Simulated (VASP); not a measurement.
# Na2S: single point with PBEsol

The system is Na2S.

```
CELL_PARAMETERS angstrom
3.25062 3.25062 0.00000
-3.25062 3.25062 0.00000
0.00000 3.25062 3.25062
ATOMIC_POSITIONS crystal
Na 0.25000 0.75000 0.50000
Na 0.75000 0.25000 0.50000
S 0.00000 0.00000 0.00000
```

* Program: VASP 6.6.1
* Task: single point
* Functional: PBEsol
* Potentials or basis: VASP PAW PBE potentials, release 64 (Na_pv, S)
* Cutoff: 500 eV
* k mesh: 10 × 10 × 10
* Occupations: fermi-dirac, width 0.05 eV
* Spin: no spin polarisation
* Dipole correction: no
* Further INCAR settings: ALGO = Normal; EDIFF = 1e-06; NBANDS = 17

```
Pressure               : 0.1 GPa
Band gap on the k mesh : 2.43 eV
```

Levels at points of the mesh, in eV from the valence-band top:
| k point | band 7 | band 8 | band 9 | band 10 | band 11 | band 12 | band 13 | band 14 |
| --- | --- | --- | --- | --- | --- | --- | --- | --- |
| (0.00, 0.00, 0.00) | -10.15 | 0.00 | 0.00 | 0.00 | 2.43 | 7.73 | 7.73 | 7.73 |
| (0.50, 0.00, 0.00) | -9.89 | -1.71 | -0.13 | -0.13 | 4.79 | 6.39 | 7.10 | 7.10 |
| (0.50, 0.50, 0.00) | -9.81 | -1.52 | -0.47 | -0.47 | 3.71 | 6.01 | 8.55 | 9.78 |

Run time: 29 s on 1 thread of Intel(R) Xeon(R) Platinum 8559C (Emerald Rapids), on a shared host, peak memory 0.2 GiB.

Caveat: the PAW data sets were made with another functional, which shifts forces and pressure a little. A k mesh can miss the band edges.
